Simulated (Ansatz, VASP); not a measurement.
# Al2Cu: VASP beside Ansatz

INCAR

```
  PREC = Accurate
  ENCUT = 520
  EDIFF = 1E-6
  ISMEAR = 0
  SIGMA = 0.15
  LREAL = False
  LASPH = True
  NELM = 80
  ALGO = Fast
  ISIF = 2
  LWAVE = False
  LCHARG = False
  GGA = PS
  NBANDS = 26
```

Contents of KPOINTS:

```
regular mesh
0
Gamma
  10 10 10
```

File POSCAR:

```
Al2Cu
1.0
   -2.8766500000      2.8766500000      2.4138103907
    2.8766500000     -2.8766500000      2.4138103907
    2.8766500000      2.8766500000     -2.4138103907
Al Cu
4 2
Direct
    0.1593210787      0.6593210787      0.8186421574
    0.6593210787      0.8406789213      0.5000000000
    0.8406789213      0.3406789213      0.1813578426
    0.3406789213      0.1593210787      0.5000000000
    0.7500000000      0.7500000000      0.0000000000
    0.2500000000      0.2500000000      0.0000000000
```

Input for Ansatz:

```yaml
crystal:
  lattice:
    - [-2.87665, 2.87665, 2.4138103907]
    - [2.87665, -2.87665, 2.4138103907]
    - [2.87665, 2.87665, -2.4138103907]
  atoms:
    - { symbol: Al, position: [0.1593210787, 0.6593210787, 0.8186421574] }
    - { symbol: Al, position: [0.6593210787, 0.8406789213, 0.5] }
    - { symbol: Al, position: [0.8406789213, 0.3406789213, 0.1813578426] }
    - { symbol: Al, position: [0.3406789213, 0.1593210787, 0.5] }
    - { symbol: Cu, position: [0.75, 0.75, 0.0] }
    - { symbol: Cu, position: [0.25, 0.25, 0.0] }
basis:
  ecutwfc: 520.0
kpoints:
  mp_grid: { grid: [10, 10, 10] }
hamiltonian:
  xc: pbesol
  pseudopotentials: { kind: paw, azcp: { folder: soft_1 } }
scf:
  occupations: { method: gaussian, width: 0.15 }
output:
  forces: true
  stress: true
  eigenvalues: true
```

Alike in both runs: task single point; functional PBEsol; k mesh 10 × 10 × 10; occupations gaussian, width 0.15 eV; no spin polarisation.

```csv
,VASP,Ansatz
version,VASP 6.6.1,Ansatz 0.2.0
potentials or method,"VASP PAW PBE potentials, release 64 (Al, Cu), cutoff 520 eV","scalar-relativistic, plane waves, PAW"
valence electrons in the cell,34,50
```

|  | VASP | Ansatz | Ansatz less VASP |
| --- | --- | --- | --- |
| gap on the k mesh at the Fermi level (eV) | none | none | - |
| pressure (GPa) | 11.0 | 10.9 | -0.10 |
| traceless stress, the component that is largest in VASP (GPa) | -4.68 | -4.73 | -0.052 |
| rms of the force components (eV/Å) | 0.040 | 0.041 | +0.0004 |

VASP's potentials were made for PBE, not for PBEsol, and Ansatz warns of the same on its side. Atom by atom the forces differ by 0.000 eV/Å (rms over components). A gap of «none» marks a metal or a gap that the smearing closes. VASP's potentials hold 34 valence electrons a cell and Ansatz's 50, so a difference there can come from the potentials and not from the codes.
